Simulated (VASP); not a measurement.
# Ba: single point with PBE

Crystal: Ba.

```
CELL_PARAMETERS angstrom
-2.46250 2.46250 2.53750
2.46250 -2.46250 2.53750
2.46250 2.46250 -2.53750
ATOMIC_POSITIONS crystal
Ba 0.00000 0.00000 0.00000
```

This cell differs from its parent crystal: strain -0.015 along x and y, +0.015 along z.

```json
{"Program": "VASP 6.6.1", "Task": "single point", "Functional": "PBE", "Potentials or basis": "VASP PAW PBE potentials, release 64 (Ba_sv)", "Cutoff": "520 eV", "k mesh": "14 × 14 × 14", "Occupations": "gaussian, width 0.15 eV", "Spin": "no spin polarisation", "Dipole correction": "no", "Further INCAR settings": "ALGO = Fast; EDIFF = 1e-07; NBANDS = 11"}
```

* Pressure: 0.3 GPa
* Band gap on the k mesh: zero (bands 5 and 6 overlap by 1.01 eV)

Stress tensor (GPa, compression positive):
```
0.36 0.00 0.00
0.00 0.36 0.00
0.00 0.00 0.22
```

Levels at points of the mesh, in eV from the Fermi level:
| k point | band 1 | band 2 | band 3 | band 4 | band 5 | band 6 | band 7 | band 8 | band 9 | band 10 |
| --- | --- | --- | --- | --- | --- | --- | --- | --- | --- | --- |
| (0.00, 0.00, 0.00) | -28.84 | -13.78 | -13.78 | -13.78 | -2.76 | 1.80 | 1.80 | 1.98 | 3.16 | 3.42 |
| (0.50, 0.00, 0.00) | -28.79 | -14.27 | -13.93 | -13.78 | -0.91 | 0.76 | 1.29 | 3.16 | 3.85 | 5.33 |
| (0.50, 0.50, 0.00) | -28.79 | -14.27 | -13.94 | -13.79 | -0.89 | 0.57 | 1.39 | 3.44 | 3.95 | 5.38 |
| (0.50, 0.50, 0.50) | -28.76 | -14.14 | -14.11 | -14.11 | -0.60 | -0.55 | 4.26 | 4.59 | 4.59 | 4.81 |

Wall time 46 s on 1 thread of Intel(R) Xeon(R) 6975P-C (Granite Rapids), on a shared host, peak memory 0.3 GiB.

Caveat: the cell differs from its parent crystal (strain -0.015 along x and y, +0.015 along z); spin-orbit coupling is left out, which moves the levels of the heavy elements.
